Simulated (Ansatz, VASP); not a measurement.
One calculation of H2Os, two programs

```xyz
3
Lattice="2.5699 0.0000 0.0000 0.0000 2.5699 0.0000 0.0000 0.0000 4.5936" Properties=species:S:1:pos:R:3 pbc="T T T"
H     1.2850    1.2850    0.9358
H     1.2850    1.2850    3.6578
Os    0.0000    0.0000    0.0000
```

Change from the starting cell: species swapped into the Ga2Cu type (P4/mmm, No. 123).

Alike in both runs: functional PBE; k mesh 8 × 8 × 4; occupations gaussian, width 0.1 eV; no spin polarisation.

Ansatz relaxed the structure, and its values are those at the end. VASP's run is a single point on that final structure, the one shown.

|  | VASP | Ansatz |
| --- | --- | --- |
| version | VASP 6.6.1 | Ansatz 0.2.0 |
| potentials or method | VASP PAW PBE potentials, release 64 (H, Os), cutoff 520 eV | scalar-relativistic, plane waves, PAW |
| valence electrons in the cell | 10 | 18 |

```tsv
	VASP	Ansatz	Ansatz less VASP
gap on the k mesh at the Fermi level (eV)	none	none	-
pressure (GPa)	0.5	0.2	-0.30
rms of the force components (eV/Å)	0.011	0.001	-0.0102
```

A gap of «none» marks a metal or a gap that the smearing closes. With one functional, cell and mesh, what is left measures potentials, basis and numerics. VASP's potentials hold 10 valence electrons a cell and Ansatz's 18, so a difference there can come from the potentials and not from the codes.

Spin-orbit coupling is off throughout.
